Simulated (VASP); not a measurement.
# TiW14 (a cell with a defect) in VASP: further runs

TiW14 (a cell with a defect) is run at these levels: PBE+D3(BJ); tasks: single point.

Program: VASP 6.6.1. These are calculated values, not measurements. Logs are shortened: lines on timing, memory, paths and dates and some standing lists are left out, and cuts for length are marked.

### 1 The cell of the first run

The cell holds a defect, 15 atoms: a = 6.320 Å, b = 6.320 Å, c = 6.320 Å, α = 90.00°, β = 90.00°, γ = 90.00°.

### 2 Single point, PBE+D3(BJ)

Input file INCAR:

```
SYSTEM = TiW14
PREC = Accurate ; ENCUT = 520
EDIFF = 1E-6 ; ISMEAR = -1
SIGMA = 0.1 ; LREAL = Auto
LASPH = .TRUE. ; NELM = 100
ALGO = Normal ; ISIF = 2
LWAVE = .FALSE. ; LCHARG = .FALSE.
GGA = PE ; IVDW = 12
NBANDS = 117
```

Input file KPOINTS:

```
Automatic mesh
0
G
  3 3 3
  0 0 0
```

Input file POSCAR:

```
TiW14
1.0
    6.3200000000      0.0000000000      0.0000000000
    0.0000000000      6.3200000000      0.0000000000
    0.0000000000      0.0000000000      6.3200000000
Ti W
1 14
Direct
    0.0475240506     -0.0451104430     -0.0449813291
    0.5090511076      0.0043488924      0.0044773734
   -0.0019352848      0.4933625000      0.0044773734
   -0.0019351266      0.0043487342      0.4934911392
    0.2522254747      0.2485238924      0.2486525316
    0.4938481013      0.5085655063     -0.0007015823
    0.4938485759     -0.0008299051      0.5086938291
    0.7519058544      0.2505077532      0.2506362342
    0.0032435127      0.5085650316      0.5086936709
    0.2557655063      0.7466481013      0.2577191456
    0.2557653481      0.2575903481      0.7467767405
    0.5003528481      0.5020607595      0.5021892405
    0.7538897152      0.7501881329      0.2486525316
    0.7538897152      0.2485240506      0.7503167722
    0.7448234177      0.7466482595      0.7467767405
```

Potentials or basis: VASP PAW PBE potentials, release 64 (Ti_sv, W_sv).

Run with:

```bash
$ cat potpaw_PBE.64/Ti_sv/POTCAR potpaw_PBE.64/W_sv/POTCAR > POTCAR
$ mpirun -np 1 vasp_std > vasp.out
```

OUTCAR:

```text
SYSTEM = TiW14
   PREC = Accurate
   ENCUT = 520
   EDIFF = 1E-6
   ISMEAR = -1
   LREAL = Auto
   LASPH = .TRUE.
   NELM = 100
   ISIF = 2
   GGA = PE
   IVDW = 12
 IVDW          = 12

 ion  position               nearest neighbor table
   1  0.048  0.955  0.955-  10 2.67  15 2.67  11 2.67   5 2.93  13 2.93  14 2.93   2 2.95   3 2.95
                             4 2.95
   2  0.509  0.004  0.004-   8 2.68  14 2.71  13 2.71   5 2.72  15 2.74  11 2.79  10 2.79   1 2.95
                             6 3.13   7 3.13   7 3.19   6 3.19
   3  0.998  0.493  0.004-   8 2.68  14 2.71   5 2.71  13 2.72  11 2.74  15 2.79  10 2.79   1 2.95
                             6 3.13   9 3.13   9 3.19   6 3.19
   4  0.998  0.004  0.493-   8 2.68  13 2.71   5 2.71  14 2.72  10 2.74  15 2.79  11 2.79   1 2.95
                             9 3.13   7 3.13   9 3.19   7 3.19
   5  0.252  0.249  0.249-   4 2.71   3 2.71   2 2.72   7 2.74   6 2.74  12 2.76   9 2.81   1 2.93
                            11 3.15  10 3.15   8 3.16   8 3.16  11 3.17  10 3.17
   6  0.494  0.509  0.999-  10 2.68  11 2.71  15 2.71  13 2.74   5 2.74   8 2.80  14 2.81   3 3.13
                             2 3.13  12 3.14  12 3.18   3 3.19   2 3.19
   7  0.494  0.999  0.509-  11 2.68  15 2.71  10 2.71  14 2.74   5 2.74   8 2.80  13 2.81   2 3.13
                             4 3.13  12 3.14  12 3.18   4 3.19   2 3.19
   8  0.752  0.251  0.251-   2 2.68   3 2.68   4 2.68  12 2.75   9 2.80   7 2.80   6 2.80   5 3.16
                            13 3.16  14 3.16  14 3.16   5 3.16  13 3.16
   9  0.003  0.509  0.509-  15 2.68  11 2.71  10 2.71  14 2.74  13 2.74   8 2.80   5 2.81   4 3.13
                             3 3.13  12 3.14  12 3.18   4 3.19   3 3.19
  10  0.256  0.747  0.258-   1 2.67  12 2.68   6 2.68   9 2.71   7 2.71   4 2.74   3 2.79   2 2.79
                            13 3.15   5 3.15  13 3.17   5 3.17
  11  0.256  0.258  0.747-   1 2.67  12 2.68   7 2.68   9 2.71   6 2.71   3 2.74   4 2.79   2 2.79
                             5 3.15  14 3.15  14 3.17   5 3.17
  12  0.500  0.502  0.502-  10 2.68  11 2.68  15 2.68   8 2.75   5 2.76  13 2.76  14 2.76   6 3.14
                             9 3.14   7 3.14   9 3.18   7 3.18   6 3.18
  13  0.754  0.750  0.249-   4 2.71   2 2.71   3 2.72   9 2.74   6 2.74  12 2.76   7 2.81   1 2.93
                            15 3.15  10 3.15   8 3.16   8 3.16  15 3.17  10 3.17
  14  0.754  0.249  0.750-   3 2.71   2 2.71   4 2.72   9 2.74   7 2.74  12 2.76   6 2.81   1 2.93
                            15 3.15  11 3.15   8 3.16   8 3.16  11 3.17  15 3.17
  15  0.745  0.747  0.747-   1 2.67  12 2.68   9 2.68   7 2.71   6 2.71   2 2.74   4 2.79   3 2.79
                            13 3.15  14 3.15  13 3.17  14 3.17

  LATTYP: Found a simple cubic cell.
 ALAT       =     6.3200000000

  Lattice vectors:

 A1 = (   6.3200000000,   0.0000000000,   0.0000000000)
 A2 = (   0.0000000000,   6.3200000000,   0.0000000000)
 A3 = (   0.0000000000,   0.0000000000,   6.3200000000)

Analysis of symmetry for initial positions (statically):
=====================================================================
 Subroutine PRICEL returns:
 Original cell was already a primitive cell.

 Routine SETGRP: Setting up the symmetry group for a
 simple cubic supercell.

 Subroutine GETGRP returns: Found  6 space group operations
 (whereof  1 operations were pure point group operations)
 out of a pool of 48 trial point group operations.

The static configuration has the point symmetry C_1 .
 The point group associated with its full space group is C_3v.

Analysis of symmetry for dynamics (positions and initial velocities):
=====================================================================
 Subroutine PRICEL returns:
 Original cell was already a primitive cell.

 Routine SETGRP: Setting up the symmetry group for a
 simple cubic supercell.

 Subroutine GETGRP returns: Found  6 space group operations
 (whereof  1 operations were pure point group operations)
 out of a pool of 48 trial point group operations.

The dynamic configuration has the point symmetry C_1 .
 The point group associated with its full space group is C_3v.

 Subroutine INISYM returns: Found  6 space group operations
 (whereof  1 operations are pure point group operations),
 and found     1 'primitive' translations

----------------------------------------------------------------------------------------

                                     Primitive cell

  volume of cell :     252.4360

  direct lattice vectors                    reciprocal lattice vectors
     6.320000000  0.000000000  0.000000000     0.158227848  0.000000000  0.000000000
     0.000000000  6.320000000  0.000000000     0.000000000  0.158227848  0.000000000
[... 61 lines left out ...]
 Subroutine IBZKPT returns following result:
 ===========================================

 Found      6 irreducible k-points:

 Following reciprocal coordinates:
            Coordinates               Weight
  0.000000  0.000000  0.000000      1.000000
  0.333333  0.000000  0.000000      6.000000
  0.333333  0.333333  0.000000      6.000000
  0.000000  0.333333  0.333333      6.000000
  0.333333  0.333333  0.333333      6.000000
 -0.333333  0.333333  0.333333      2.000000
   k-points           NKPTS =      6   k-points in BZ     NKDIM =      6   number of bands    NBANDS=    117
   number of dos      NEDOS =    301   number of ions     NIONS =     15
   total plane-waves  NPLWV = 110592
   dimension x,y,z NGX =    48 NGY =   48 NGZ =   48
   dimension x,y,z NGXF=    96 NGYF=   96 NGZF=   96
   ions per type =               1  14
   NGX,Y,Z   is equivalent  to a cutoff of  12.63, 12.63, 12.63 a.u.
   NGXF,Y,Z  is equivalent  to a cutoff of  25.25, 25.25, 25.25 a.u.
 SYSTEM =  TiW14
   PREC   = accura    normal or accurate (medium, high low for compatibility)
   ISTART =      0    job   : 0-new  1-cont  2-samecut
   ICHARG =      2    charge: 1-file 2-atom 10-const
   ISPIN  =      1    spin polarized calculation?
   LNONCOLLINEAR =      F non collinear calculations
   LSORBIT =      F    spin-orbit coupling
   LASPH  =      T    aspherical Exc in radial PAW
   ENCUT  =  520.0 eV  38.22 Ry    6.18 a.u.  11.75 11.75 11.75*2*pi/ulx,y,z
   NELM   =    100;   NELMIN=  2; NELMDL= -5     # of ELM steps
   EDIFF  = 0.1E-05   stopping-criterion for ELM
   LREAL  =      T    real-space projection
   EDIFFG = 0.1E-04   stopping-criterion for IOM
   NSW    =      0    number of steps for IOM
   IBRION =     -1    ionic relax: 0-MD 1-quasi-New 2-CG
   NFREE  =      0    steps in history (QN), initial steepest desc. (CG)
   ISIF   =      2    stress and relaxation
   ISYM   =      2    0-nonsym 1-usesym 2-fastsym
   POTIM  = 0.5000    time-step for ionic-motion
   TEBEG  =    0.0;   TEEND  =   0.0 temperature during run
   PSTRESS=    0.0 pullay stress
   NELECT =     208.0000    total number of electrons
   NUPDOWN=      -1.0000    fix difference up-down
   EMIN   =  10.00;   EMAX   =-10.00  energy-range for DOS
   EFERMI =   0.00;   METHOD = LEGACY
   ISMEAR =    -1;   SIGMA  =   0.10  broadening in eV -4-tet -1-fermi 0-gaus
   EFERMI_NEDOS =   21; number of points for ismear=-14 and -15
   IALGO  =     38    algorithm
   IMIX   =      4    mixing-type and parameters
     AMIX     =   0.40;   BMIX     =  1.00
     AMIX_MAG =   1.60;   BMIX_MAG =  1.00
  volume/ion in A,a.u.               =      16.83       113.57
  Fermi-wavevector in a.u.,A,eV,Ry     =   1.534778  2.900310 32.049110  2.355543
  Thomas-Fermi vector in A             =   2.641658
   LORBIT       =      0    0 simple, 1 ext, 2 COOP (PROOUT), +10 PAW based schemes
   GGA     = PE    functional components
   LHFCALC =     F    Hartree Fock is set to
   AEXX    =    0.0000 exact exchange contribution
   IVDW    =    12    specifies the selected vdW correction
   LEPSILON=     F    determine dielectric tensor
   LRPA    =     F    only Hartree local field effects (RPA)
 non-spin polarized calculation
  energy-cutoff  :      520.00
  volume of cell :      252.44
 maximum number of plane-waves:      6859
   NGX = 23   NGY = 23   NGZ = 23

 number of electron     208.0000010 magnetization

 Free energy of the ion-electron system (eV)
  ---------------------------------------------------
  ext. energy  EPLUGINS =         0.00000000
  ---------------------------------------------------
  free energy    TOTEN  =      -186.12309513 eV

  energy without entropy =     -185.81430193  energy(sigma->0) =     -185.96869853

 E-fermi :  10.1045     XC(G=0): -13.1167

 val. band max:       10.0961052013   @ k =   0.0000   0.3333   0.3333
 cond. band min:      10.1690899775   @ k =   0.3333   0.0000   0.0000
 fundamental gap:      0.0729847762
 Fermi energy:        10.1044835929

 k-point     1 :       0.0000    0.0000    0.0000
  band No.  band energies     occupation
      1     -63.7655      2.00000
      2     -63.7275      2.00000
      3     -63.7275      2.00000
      4     -63.6616      2.00000
      5     -63.6467      2.00000
      6     -63.6466      2.00000
[... 703 lines left out ...]
    115      12.2513      0.00000
    116      12.2968      0.00000
 [bands above 116 left out]

------------------------ aborting loop because EDIFF is reached ----------------------------------------

 Edisp (eV)   -9.76932

 E8    (eV) :    -4.9843

  FORCE on cell =-STRESS in cart. coord.  units (eV):
  Direction    XX          YY          ZZ          XY          YZ          ZX
  --------------------------------------------------------------------------------------
  -------------------------------------------------------------------------------------
  Total      -9.22988    -9.22988    -9.22988     2.10746    -2.10746     2.10746
  in kB     -58.58082   -58.58082   -58.58082    13.37578   -13.37578    13.37578
  external pressure =      -58.58 kB  Pullay stress =        0.00 kB

 VOLUME and BASIS-vectors are now :
 -----------------------------------------------------------------------------
  energy-cutoff  :      520.00
  volume of cell :      252.44
      direct lattice vectors                 reciprocal lattice vectors
     6.320000000  0.000000000  0.000000000     0.158227848  0.000000000  0.000000000
     0.000000000  6.320000000  0.000000000     0.000000000  0.158227848  0.000000000
     0.000000000  0.000000000  6.320000000     0.000000000  0.000000000  0.158227848

 POSITION                                       TOTAL-FORCE (eV/Angst)
 -----------------------------------------------------------------------------------
      0.30035      6.03490      6.03572        -0.786226      0.786226      0.786226
      3.21720      0.02748      0.02830         0.017693     -0.095997     -0.095997
      6.30777      3.11805      0.02830         0.095997     -0.017693     -0.095997
      6.30777      0.02748      3.11886         0.095997     -0.095997     -0.017693
      1.59407      1.57067      1.57148         0.047589     -0.046705     -0.046705
      3.12112      3.21413      6.31557         0.046358     -0.046358     -0.086375
      3.12112      6.31475      3.21494         0.046358     -0.086375     -0.046358
      4.75204      1.58321      1.58402         0.050370     -0.050370     -0.050370
      0.02050      3.21413      3.21494         0.086375     -0.046358     -0.046358
      1.61644      4.71882      1.62879         0.025675     -0.025675     -0.109684
      1.61644      1.62797      4.71963         0.025675     -0.109684     -0.025675
      3.16223      3.17302      3.17384         0.045045     -0.045045     -0.045045
      4.76458      4.74119      1.57148         0.046705     -0.047589     -0.046705
      4.76458      1.57067      4.74200         0.046705     -0.046705     -0.047589
      4.70728      4.71882      4.71963         0.109684     -0.025675     -0.025675
 -----------------------------------------------------------------------------------
    total drift:                                0.012994     -0.015068      0.036391

  FREE ENERGIE OF THE ION-ELECTRON SYSTEM (eV)
  ---------------------------------------------------
  free  energy   TOTEN  =      -195.8924139265 eV

  energy  without entropy=     -195.5836207255  energy(sigma->0) =     -195.73801733
```

It took 4.9 min on 1 thread of Intel Xeon Platinum 8559C (Emerald Rapids), shared host; peak memory 0.39 GiB.

What came out:

| Item | Value |
| --- | --- |
| Free energy | -195.8924 eV |
| Pressure | -5.9 GPa |
| Largest force | 1.362 eV/Å |
| Band gap on the k mesh | zero (band 104 reaches 10.41 eV, above the bottom of band 105 at 9.51 eV) |
| Dispersion energy per atom | -0.651 eV |

Forces in eV/Å, atoms in the order of the input:
```
Ti  -0.786  0.786  0.786
W    0.018 -0.096 -0.096
W    0.096 -0.018 -0.096
W    0.096 -0.096 -0.018
W    0.048 -0.047 -0.047
W    0.046 -0.046 -0.086
W    0.046 -0.086 -0.046
W    0.050 -0.050 -0.050
W    0.086 -0.046 -0.046
W    0.026 -0.026 -0.110
W    0.026 -0.110 -0.026
W    0.045 -0.045 -0.045
W    0.047 -0.048 -0.047
W    0.047 -0.047 -0.048
W    0.110 -0.026 -0.026
```

Stress tensor (GPa, compression positive):
```
-5.86  1.34  1.34
 1.34 -5.86 -1.34
 1.34 -1.34 -5.86
```

Levels at points of the mesh, in eV from the Fermi level:
```
           k point  band 100  band 101  band 102  band 103  band 104  band 105  band 106  band 107  band 108  band 109
(0.00, 0.00, 0.00)     -0.06     -0.06      0.09      0.28      0.31      0.31      1.01      1.01      1.16      1.21
```

Caveat: spin-orbit coupling is left out, which moves the levels of the heavy elements.

### 3 Single point, PBE+D3(BJ)

INCAR, as its differences from that of step 2:

```diff
@@ -4,3 +4,3 @@
 SIGMA = 0.1 ; LREAL = Auto
-LASPH = .TRUE. ; NELM = 100
+LASPH = .TRUE. ; NELM = 80
 ALGO = Normal ; ISIF = 2
```

KPOINTS is that of step 2.

Input file POSCAR:

```
TiW14
1.0
    6.3200000000      0.0000000000      0.0000000000
    0.0000000000      6.3200000000      0.0000000000
    0.0000000000      0.0000000000      6.3200000000
Ti W
1 14
Direct
    0.0868292722     -0.0848984177     -0.0847950949
    0.5102384494      0.0055981013      0.0057009494
   -0.0036672468      0.4916924051      0.0057009494
   -0.0036670886      0.0055979430      0.4917954114
    0.2521379747      0.2473797468      0.2474827532
    0.4939348101      0.5079960443     -0.0001379747
    0.4939351266     -0.0002405063      0.5080987342
    0.7525351266      0.2493957278      0.2494984177
    0.0021715190      0.5079958861      0.5080987342
    0.2564205696      0.7455102848      0.2593685127
    0.2564204114      0.2592653481      0.7456131329
    0.5007536392      0.5011773734      0.5012802215
    0.7545511076      0.7497928797      0.2474825949
    0.7545509494      0.2473799051      0.7498957278
    0.7426655063      0.7455104430      0.7456131329
```

Potentials or basis: VASP PAW PBE potentials, release 64 (Ti_sv, W_sv).

Run with:

```bash
$ cat potpaw_PBE.64/Ti_sv/POTCAR potpaw_PBE.64/W_sv/POTCAR > POTCAR
$ mpirun -np 1 vasp_std > vasp.out
```

It took 4.9 min on 1 thread of Intel Xeon Platinum 8559C (Emerald Rapids), shared host; peak memory 0.4 GiB.

Results (log left out):

| Item | Value |
| --- | --- |
| Free energy | -195.3777 eV |
| Pressure | -5.3 GPa |
| Largest force | 0.787 eV/Å |
| Band gap on the k mesh | zero (band 104 reaches 10.48 eV, above the bottom of band 105 at 9.60 eV) |
| Dispersion energy per atom | -0.651 eV |

Forces on the atoms (eV/Å):
```
Ti  -0.454  0.454  0.454
W    0.020 -0.050 -0.050
W    0.050 -0.020 -0.050
W    0.050 -0.050 -0.020
W    0.047 -0.015 -0.015
W    0.010 -0.010 -0.049
W    0.010 -0.049 -0.010
W    0.045 -0.045 -0.045
W    0.049 -0.010 -0.010
W    0.027 -0.027 -0.054
W    0.027 -0.054 -0.027
W    0.037 -0.037 -0.037
W    0.015 -0.047 -0.015
W    0.015 -0.015 -0.047
W    0.054 -0.027 -0.027
```

Stress tensor (GPa, compression positive):
```
-5.33  2.39  2.39
 2.39 -5.33 -2.39
 2.39 -2.39 -5.33
```

Levels at points of the mesh, in eV from the Fermi level:
```tsv
k point	band 100	band 101	band 102	band 103	band 104	band 105	band 106	band 107	band 108	band 109
(0.00, 0.00, 0.00)	-0.17	-0.17	0.12	0.21	0.38	0.38	1.01	1.01	1.11	1.19
```

Caveat: spin-orbit coupling is left out, which moves the levels of the heavy elements.
